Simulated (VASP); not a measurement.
Runs of VASP 6.6.1 on KCl. The structure is that of space group F-43m (No. 216), or close to it. The cells are those of the table. 

```csv
task,cell,smearing,gap on the mesh (eV),pressure (GPa)
single point,"a = 4.998 Å, angles 60.0°, 2 atoms",gaussian 0.01 eV,4.43,-1.4
single point,"a = 4.889 Å, angles 60.0°, 2 atoms",gaussian 0.01 eV,4.54,-0.7
single point,"a = 4.889 Å, angles 60.0°, 2 atoms",gaussian 0.02 eV,4.54,-0.7
single point,"a = 4.998 Å, angles 60.0°, 2 atoms",gaussian 0.02 eV,4.43,-1.4
single point,"a = 4.549 Å, angles 60.0°, 2 atoms",gaussian 0.01 eV,4.88,(a)
```

Alike in all rows: level LDA; potentials or basis VASP PAW LDA potentials, release 64 (K_sv, Cl); no spin polarisation; k mesh 6 × 6 × 6; cutoff (eV) 520.

Q: Fill in the values left out.

A: (a) 3.6.

A k mesh can miss the band edges.
